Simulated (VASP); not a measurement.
Here is a VASP 6.6.1 calculation.

POSCAR

```
Bi
1.0
    2.2672586491      1.3090023913      4.1166667488
   -2.2672586491      1.3090023913      4.1166667488
    0.0000000000     -2.6180047827      4.1166667487
Bi
2
Direct
    0.2317091399      0.2317091399      0.2317091399
    0.7682908601      0.7682908601      0.7682908601
```

Contents of INCAR.step1:

```
SYSTEM = Bi
  ALGO = Normal
  EDIFF = 1E-4
  ENCUT = 520
  GGA = PE
  ISMEAR = 1
  LASPH = .True.
  LCHARG = .False.
  LREAL = .False.
  LWAVE = .True.
  NBANDS = 22
  NELM = 60
  PREC = Accurate
  SIGMA = 0.03
```

Contents of INCAR.step2:

```
SYSTEM = Bi
  ALGO = Normal
  EDIFF = 1E-6
  ENCUT = 520
  ISIF = 2
  ISMEAR = 1
  ISTART = 1
  LASPH = .True.
  LCHARG = .True.
  LELF = .True.
  LMIXTAU = .True.
  LREAL = .False.
  LVHAR = .True.
  LWAVE = .False.
  METAGGA = R2SCAN
  NBANDS = 22
  NELM = 60
  PREC = Accurate
  SIGMA = 0.03
```

The input KPOINTS:

```
k-points
0
Gamma
  9 9 9
  0 0 0
```

Potentials or basis: VASP PAW PBE potentials, release 64 (Bi_d).

Run with:

```console
$ cat potpaw_PBE.64/Bi_d/POTCAR > POTCAR
$ cp INCAR.step1 INCAR
$ mpirun -np 1 vasp_std > vasp.out
$ cp INCAR.step2 INCAR
$ mpirun -np 1 vasp_std > vasp.out
```

Task: Estimate the largest force.

Result: 0.004 eV/Å.

Task: Predict the pressure.

Result: 0.0 GPa.

Stress tensor (GPa, compression positive):
```
 0.00  0.00  0.00
 0.00  0.00  0.00
 0.00  0.00 -0.11
```

Caveat: the PAW data sets were made with another functional, which shifts forces and pressure a little.
